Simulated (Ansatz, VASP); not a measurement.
Two plane-wave programs on Cr

```
Cr
1.0
     0.00000    2.52977    2.52977
     2.52977    0.00000    2.52977
     2.52977    2.52977    0.00000
Cr
2
Direct
  0.12500 0.12500 0.12500
  0.87500 0.87500 0.87500
```

Alike in both runs: task relaxation of cell and atoms; functional PBE; k mesh 11 × 11 × 11; occupations fermi-dirac, width 0.05 eV; collinear spin.

|  | VASP | Ansatz |
| --- | --- | --- |
| version | VASP 6.6.1 | Ansatz 0.2.0 |
| potentials or method | VASP PAW PBE potentials, release 64 (Cr_sv), cutoff 700 eV | plane waves (420 eV) with PAW, scalar-relativistic |
| valence electrons in the cell | 28 | 28 |

```csv
,VASP,Ansatz,Ansatz less VASP
net moment per atom (μB),0.00,0.00,0.000
size of the moment on the site where the two differ most (μB),2.54,2.60,+0.054
relaxed volume (Å³/atom),19.12,19.65,+0.533
relaxed length of the cell vector where the two differ most in proportion (Å),3.781,3.816,+0.0348
```

Site moments also hang on the region over which each program counts them.

Noted on VASP's run: the volume moved by over 15 % at a fixed basis, so the end points are rough.
